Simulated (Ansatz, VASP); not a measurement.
# One calculation of Pd, two programs

The input INCAR:

```
SYSTEM = Pd
PREC = Accurate ; ENCUT = 520
EDIFF = 1E-6 ; ISMEAR = -1
SIGMA = 0.1 ; LREAL = .False.
LASPH = .True. ; NELM = 60
ALGO = Normal ; ISIF = 2
LWAVE = .False. ; LCHARG = .True.
GGA = PE ; LELF = .True.
LVHAR = .True. ; NBANDS = 28
```

The input KPOINTS:

```
Automatic mesh
0
Gamma
  17 17 5
  0 0 0
```

The input POSCAR:

```
Pd
1.0
    2.7460910223      0.0000000000      0.0000000000
   -1.3730455111      2.3781845864      0.0000000000
    0.0000000000      0.0000000000      9.0507524847
Pd
4
Direct
    0.0000000000      0.0000000000      1.0000000000
    0.0000000000      1.0000000000      0.5000000000
    0.3333333333      0.6666666667      0.2500000000
    0.6666666667      0.3333333333      0.7500000000
```

Input for Ansatz:

```yaml
crystal:
  lattice:
    - [2.7460910223, 0.0, 0.0]
    - [-1.3730455111, 2.3781845864, 0.0]
    - [0.0, 0.0, 9.0507524847]
  atoms:
    - { symbol: Pd, position: [0.0, 0.0, 1.0] }
    - { symbol: Pd, position: [0.0, 1.0, 0.5] }
    - { symbol: Pd, position: [0.3333333333, 0.6666666667, 0.25] }
    - { symbol: Pd, position: [0.6666666667, 0.3333333333, 0.75] }
hamiltonian:
  xc: pbe
  pseudopotentials:
    kind: paw
    azcp:
      Pd: "pseudopotentials/Pd.paw.azcp"
basis:
  ecutwfc: 420
  fft_grid_basis: typed
kpoints:
  mp_grid: { grid: [17, 17, 5], shift: [0, 0, 0] }
magnetization:
  spin_polarized: false
scf:
  occupations: { method: fermi_dirac, width: 0.1 }
output:
  stress: true
```

Alike in both runs: task single point; functional PBE; k mesh 17 × 17 × 5; occupations fermi-dirac, width 0.1 eV; no spin polarisation.

|  | VASP | Ansatz |
| --- | --- | --- |
| version | VASP 6.6.1 | Ansatz 0.2.0 |
| potentials or method | VASP PAW PBE potentials, release 64 (Pd), cutoff 520 eV | plane waves (420 eV) with PAW, scalar-relativistic |
| valence electrons in the cell | 40 | 72 |

|  | VASP | Ansatz | Ansatz less VASP |
| --- | --- | --- | --- |
| pressure (GPa) | 7.2 | 7.5 | +0.34 |
| traceless stress, the component that is largest in VASP (GPa) | -0.32 | -0.32 | +0.009 |

The functional is the same, so the differences come from potentials, cutoffs and numerics. VASP's potentials hold 40 valence electrons a cell and Ansatz's 72, so a difference there can come from the potentials and not from the codes.
